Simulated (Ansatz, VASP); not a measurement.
**One calculation of HC4, two programs**

```xyz
10
Lattice="4.9313 0.0000 0.0000 -2.4657 4.2706 0.0000 0.0000 0.0000 18.0000" Properties=species:S:1:pos:R:3 pbc="T T T"
C     1.2328    0.7118    4.0000
C     0.0000    2.8471    4.0000
C     3.6985    0.7118    4.0000
C     2.4657    2.8471    4.0000
C     0.0000    1.4235    4.0000
C    -1.2328    3.5589    4.0000
C     2.4657    1.4235    4.0000
C     1.2328    3.5589    4.0000
H     0.4853    0.7118    4.7700
H     1.9803    0.7118    4.7700
```

Alike in both runs: task single point; functional PBE; dispersion D3(BJ); k mesh 6 × 6 × 1; occupations gaussian, width 0.1 eV; no spin polarisation.

```csv
,VASP,Ansatz
version,VASP 6.6.1,Ansatz 0.2.0
potentials or method,"VASP PAW PBE potentials, release 64 (C, H), cutoff 520 eV","scalar-relativistic, plane waves, PAW"
valence electrons in the cell,34,34
```

|  | VASP | Ansatz | Ansatz less VASP |
| --- | --- | --- | --- |
| gap on the k mesh at the Fermi level (eV) | none | none | - |
| rms of the force components (eV/Å) | 2.605 | 2.585 | -0.0193 |

Atom by atom the forces differ by 0.023 eV/Å (rms over components). A gap of «none» marks a metal or a gap that the smearing closes.
